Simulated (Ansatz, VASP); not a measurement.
# Two plane-wave programs on AlFe

```
Fe Al
1.0
     2.91000    0.00000    0.00000
     0.00000    2.91000    0.00000
     0.00000    0.00000    2.91000
Fe Al
1 1
Direct
  0.50000 0.50000 0.50000
  0.00000 0.00000 0.00000
```

Alike in both runs: task single point; functional PBEsol; k mesh 8 × 8 × 8; occupations fermi-dirac, width 0.05 eV; collinear spin; fixed moment 3.8 μB.

|  | VASP | Ansatz |
| --- | --- | --- |
| version | VASP 6.6.1 | Ansatz 0.2.0 |
| potentials or method | VASP PAW PBE potentials, release 64 (Fe, Al) | Ansatz PAW |
| plane-wave cutoff (eV) | 520 | 420 |
| valence electrons in the cell | 11 | 19 |

|  | VASP | Ansatz | Ansatz less VASP |
| --- | --- | --- | --- |
| pressure (GPa) | 27.3 | 27.2 | -0.07 |
| net moment per atom (μB) | 1.90 | 1.90 | 0.000 |
| size of the moment on the site where the two differ most (μB) | 3.33 | 3.23 | -0.102 |

VASP's potentials were made for PBE, not for PBEsol. Site moments also hang on the region over which each program counts them. With one functional, cell and mesh, what is left measures potentials, basis and numerics. VASP's potentials hold 11 valence electrons a cell and Ansatz's 19, so a difference there can come from the potentials and not from the codes.
